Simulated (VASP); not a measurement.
Write the native input for VASP 6.6.1 that does the following.

| Property | Result |
| --- | --- |
| Task | single point |
| Functional | r2SCAN |
| Potentials or basis | VASP PAW PBE potentials, release 64 (Mn_pv) |
| Cutoff | 520 eV |
| k mesh | 12 × 12 × 11 |
| Occupations | fermi-dirac, width 0.05 eV |
| Spin | collinear spin, antiferromagnetic start |
| Starting moments | [3.842, -3.842] μB |
| Dipole correction | no |
| Further INCAR settings | ALGO = Normal; EDIFF = 1e-06; NBANDS = 24 |

The system is Mn.

```
Mn
1.0
     3.07738    0.00000    0.00000
     0.00000    3.07738    0.00000
     0.00000    0.00000    3.16015
Mn
2
Cartesian
  0.0000 3.0774 0.0000
  1.5387 1.5387 1.5801
```

The input as run:

POSCAR

```
Mn
1.0
    3.0773847535      0.0000000000      0.0000000000
    0.0000000000      3.0773847535      0.0000000000
    0.0000000000      0.0000000000      3.1601539026
Mn
2
Direct
    0.0000000000      1.0000000000      0.0000000000
    0.5000000000      0.5000000000      0.5000000000
```

INCAR.step1

```
ALGO     = Normal         # electronic algorithm
EDIFF    = 1E-4           # SCF threshold, eV
ENCUT    = 520            # plane-wave cutoff, eV
GGA      = PE             # functional
ISMEAR   = -1             # smearing method
ISPIN    = 2              # spin polarisation
LASPH    = T              # aspherical terms in the spheres
LCHARG   = F              # write CHGCAR
LMAXMIX  = 4              # l up to which the mixer works
LREAL    = F              # projectors in reciprocal space
LWAVE    = T              # write WAVECAR
MAGMOM   = 3.842 -3.842   # initial moments
NBANDS   = 24             # bands
NELM     = 150            # most SCF steps
PREC     = Accurate       # precision mode
SIGMA    = 0.05           # smearing width, eV
```

INCAR.step2

```
ALGO     = Normal         # electronic algorithm
EDIFF    = 1E-6           # SCF threshold, eV
ENCUT    = 520            # plane-wave cutoff, eV
ISIF     = 2              # what is computed and relaxed
ISMEAR   = -1             # smearing method
ISPIN    = 2              # spin polarisation
ISTART   = 1            
LASPH    = T              # aspherical terms in the spheres
LCHARG   = T              # write CHGCAR
LELF     = T              # ELF
LMAXMIX  = 4              # l up to which the mixer works
LMIXTAU  = T            
LORBIT   = 11             # projections on sites
LREAL    = F              # projectors in reciprocal space
LVHAR    = T            
LWAVE    = F              # write WAVECAR
MAGMOM   = 3.842 -3.842   # initial moments
METAGGA  = R2SCAN         # meta-GGA
NBANDS   = 24             # bands
NELM     = 150            # most SCF steps
PREC     = Accurate       # precision mode
SIGMA    = 0.05           # smearing width, eV
```

KPOINTS

```
k-points
0
Gamma
  12 12 11
```

Potentials or basis: VASP PAW PBE potentials, release 64 (Mn_pv).

Run with:

```sh
$ cat potpaw_PBE.64/Mn_pv/POTCAR > POTCAR
$ cp INCAR.step1 INCAR
$ mpirun -np 1 vasp_std > vasp.out
$ cp INCAR.step2 INCAR
$ mpirun -np 1 vasp_std > vasp.out
```

It gave:

The pressure is 0.2 GPa. The band gap on the k mesh is zero (filled and empty bands overlap), the net moment is 0.00 μB per cell and the site moments are Mn +3.86, -3.86 μB. The valence electrons inside the program's atomic spheres are Mn 11.52.

Caveat: the PAW data sets were made with another functional, which shifts forces and pressure a little.

Wall time 5.8 min on 1 thread of Intel(R) Xeon(R) Platinum 8488C (Sapphire Rapids) (shared host), peak memory 0.27 GiB.
